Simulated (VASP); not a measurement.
A run of VASP 6.6.1:

The input INCAR:

```
ALGO     = Normal         # electronic algorithm
EDIFF    = 1E-6           # SCF threshold, eV
ENCUT    = 520            # plane-wave cutoff, eV
GGA      = CA             # functional
ISIF     = 2              # what is computed and relaxed
ISMEAR   = 0              # smearing method
LASPH    = True           # aspherical terms in the spheres
LCHARG   = False          # write CHGCAR
LREAL    = False          # projectors in reciprocal space
LWAVE    = False          # write WAVECAR
NBANDS   = 10             # bands
NELM     = 80             # most SCF steps
PREC     = Accurate       # precision mode
SIGMA    = 0.15           # smearing width, eV
```

KPOINTS

```
k-points
0
Gamma
  18 18 18
```

File POSCAR:

```
Na
1.0
   -2.1175000000      2.1175000000      2.1175000000
    2.1175000000     -2.1175000000      2.1175000000
    2.1175000000      2.1175000000     -2.1175000000
Na
1
Direct
    0.0000000000      0.0000000000      0.0000000000
```

Potentials or basis: VASP PAW LDA potentials, release 64 (Na_pv).

Command:

```console
$ cat potpaw_LDA.64/Na_pv/POTCAR > POTCAR
$ mpirun -np 1 vasp_std > vasp.out
```

Hardware: 1 thread of Intel(R) Xeon(R) Platinum 8259CL CPU @ 2.50GHz (Skylake/Cascade Lake), on a shared host.

Q: Estimate the wall time of this run.

A: Wall time 30 s on 1 thread of Intel(R) Xeon(R) Platinum 8259CL CPU @ 2.50GHz (Skylake/Cascade Lake) (shared host), peak memory 0.17 GiB. Counts: scf iterations 9, k points 195.
